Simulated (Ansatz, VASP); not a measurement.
One calculation of Si2W, two programs

The input INCAR:

```
SYSTEM = Si2W
ALGO = Normal ; EDIFF = 1E-6
ENCUT = 520 ; GGA = CA
ISIF = 2 ; ISMEAR = 0
LASPH = .TRUE. ; LCHARG = .FALSE.
LREAL = .FALSE. ; LWAVE = .FALSE.
NBANDS = 18 ; NELM = 60
PREC = Accurate ; SIGMA = 0.15
```

The input KPOINTS:

```
k-points
0
G
  20 20 20
  0 0 0
```

POSCAR

```
Si2W
1.0
   -1.5498658183      1.5498658183      4.2691053964
    1.5498658183     -1.5498658183      4.2691053964
    1.5498658183      1.5498658183     -4.2691053964
Si W
2 1
Direct
    0.3346644983      0.3346644983      0.0000000000
    0.6653355017      0.6653355017      0.0000000000
    0.0000000000      0.0000000000      0.0000000000
```

Input for Ansatz:

```yaml
crystal:
  lattice:
    - [-1.5498658183, 1.5498658183, 4.2691053964]
    - [1.5498658183, -1.5498658183, 4.2691053964]
    - [1.5498658183, 1.5498658183, -4.2691053964]
  atoms:
    - { symbol: Si, position: [0.3346644983, 0.3346644983, 0.0] }
    - { symbol: Si, position: [0.6653355017, 0.6653355017, 0.0] }
    - { symbol: W, position: [0.0, 0.0, 0.0] }
basis:
  ecutwfc: 420
kpoints:
  mp_grid: { grid: [20, 20, 20] }
hamiltonian:
  xc: lda
  pseudopotentials: { kind: paw, azcp: { folder: soft_1 } }
scf:
  occupations: { method: gaussian, width: 0.15 }
output:
  forces: true
  stress: true
  eigenvalues: true
```

Alike in both runs: task single point; functional LDA; k mesh 20 × 20 × 20; occupations gaussian, width 0.15 eV; no spin polarisation.

|  | VASP | Ansatz |
| --- | --- | --- |
| version | VASP 6.6.1 | Ansatz 0.2.0 |
| potentials or method | VASP PAW LDA potentials, release 64 (Si, W_sv), cutoff 520 eV | scalar-relativistic, plane waves, PAW |
| valence electrons in the cell | 22 | 22 |

VASP gave:

- gap on the k mesh at the Fermi level (eV): none
- pressure (GPa): -7.0
- traceless stress, the component that is largest in VASP (GPa): -25.17
- rms of the force components (eV/Å): 0.137

Task: Which values does Ansatz return?

Result: gap on the k mesh at the Fermi level (eV): none; pressure (GPa): -7.5; traceless stress, the component that is largest in VASP (GPa): -25.10; rms of the force components (eV/Å): 0.148.

Ansatz warns that its potentials were made for another functional, while VASP's fit it. LDA's correlation is that of Perdew and Zunger in VASP and of Perdew and Wang (1992) in Ansatz. Atom by atom the forces differ by 0.012 eV/Å (rms over components). A gap of «none» marks a metal or a gap that the smearing closes.

Neither program's run includes spin-orbit coupling.
